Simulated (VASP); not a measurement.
The system is CaO.

```
CELL_PARAMETERS angstrom
3.80777 0.00000 0.00000
-1.90389 3.29763 0.00000
0.00000 0.00000 4.75947
ATOMIC_POSITIONS crystal
Ca 0.33333 0.66667 0.25000
Ca 0.66667 0.33333 0.75000
O 0.66667 0.33333 0.25000
O 0.33333 0.66667 0.75000
```

* Program: VASP 6.6.1
* Task: relaxation of cell and atoms
* Functional: PBE
* Potentials or basis: VASP PAW PBE potentials, release 64 (Ca_sv, O)
* Cutoff: 600 eV
* k mesh: 12 × 12 × 6
* Occupations: fermi-dirac, width 0.02 eV
* Spin: no spin polarisation

At the start: pressure 12.7 GPa; volume 14.94 Å³/atom.

Q: How do energy, volume and symmetry change on relaxing?

A: Over 6 steps the energy falls by 72.9 meV/atom and the volume is 16.78 Å³/atom (+12.3 %); space group P6_3/mmc (No. 194, to 0.1 Å) before and after.

Step by step:
```tsv
step	energy change (eV)	largest force (eV/Å)	pressure (GPa)	volume (Å³)
1	0.0000	0.0000	12.73	59.76
2	-0.2446	0.0000	-3.92	70.60
3	-0.2853	0.0000	-0.20	67.24
4	-0.2852	0.0000	-0.39	67.40
5	-0.2906	0.0000	-0.15	67.23
6	-0.2916	0.0000	-0.01	67.12
```

Final structure:
```xyz
4
Lattice="4.0113 0.0000 0.0000 -2.0057 3.4739 0.0000 0.0000 0.0000 4.8164" Properties=species:S:1:pos:R:3 pbc="T T T"
Ca    0.0000    2.3159    1.2041
Ca    2.0057    1.1580    3.6123
O     2.0057    1.1580    1.2041
O     0.0000    2.3159    3.6123
```
